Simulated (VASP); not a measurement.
Wanted: the native input for a VASP 6.6.1 run.

```yaml
Task: relaxation of cell and atoms
Functional: PBE
Dispersion: D3(BJ)
Potentials_or_basis: VASP PAW PBE potentials, release 64 (Al, O)
Cutoff: 600 eV
k_mesh: 6 × 3 × 9
Occupations: fermi-dirac, width 0.05 eV
Spin: no spin polarisation
Dipole_correction: no
Further_INCAR_settings: ALGO = Normal; EDIFF = 1e-07; IBRION = 2; EDIFFG = -0.01; NSW = 60; ISIF = 3
```

The structure of Al2O3 lies in POSCAR:

```
Al2O3
1.0
    4.6137770000      0.0000000000      0.0000000000
    0.0000000000      9.5632790000      0.0000000000
    0.0000000000      0.0000000000      3.1198620000
Al O
4 6
Direct
    0.9829750000      0.8245730000      0.0000000000
    0.0170250000      0.1754270000      0.0000000000
    0.4829750000      0.6754270000      0.5000000000
    0.5170250000      0.3245730000      0.5000000000
    0.5000000000      0.5000000000      0.5000000000
    0.1236350000      0.7530500000      0.5000000000
    0.3763650000      0.2530500000      0.0000000000
    0.6236350000      0.7469500000      0.0000000000
    0.0000000000      0.0000000000      0.0000000000
    0.8763650000      0.2469500000      0.5000000000
```

One way to write it, as run:

INCAR

```
  PREC = Accurate
  ENCUT = 600
  EDIFF = 1E-7
  ISMEAR = -1
  SIGMA = 0.05
  LREAL = F
  LASPH = T
  NELM = 100
  ALGO = Normal
  ISIF = 3
  LWAVE = F
  LCHARG = F
  GGA = PE
  IVDW = 12
  IBRION = 2
  NSW = 60
  EDIFFG = -0.01
  LUSENCCL = F
```

KPOINTS

```
Automatic mesh
0
Gamma
  6 3 9
```

Potentials or basis: VASP PAW PBE potentials, release 64 (Al, O).

Launch:

```console
$ cat potpaw_PBE.64/Al/POTCAR potpaw_PBE.64/O/POTCAR > POTCAR
$ mpirun -np 1 vasp_std > vasp.out
```

It gave:

| Property | Result |
| --- | --- |
| Relaxed volume | 13.12 Å³/atom |
| Relaxed cell | a = 4.537 Å, b = 9.605 Å, c = 3.011 Å, α = 90.00°, β = 90.00°, γ = 90.00° |
| Space group after relaxing (to 0.1 Å) | Pnnm (No. 58) |
| Energy gained by relaxing | 22.5 meV/atom |
| Ionic steps | 53 |
| Pressure after relaxing | 0.0 GPa |
| Largest force after relaxing | 0.007 eV/Å |
| Band gap on the k mesh | 3.50 eV |
| Dispersion energy per atom | -0.149 eV |

It took 64 min on 1 × NVIDIA H100 80GB with 1 thread of AMD EPYC 7R13 Processor (Zen 3), on a shared host, peak memory 1.4 GiB.
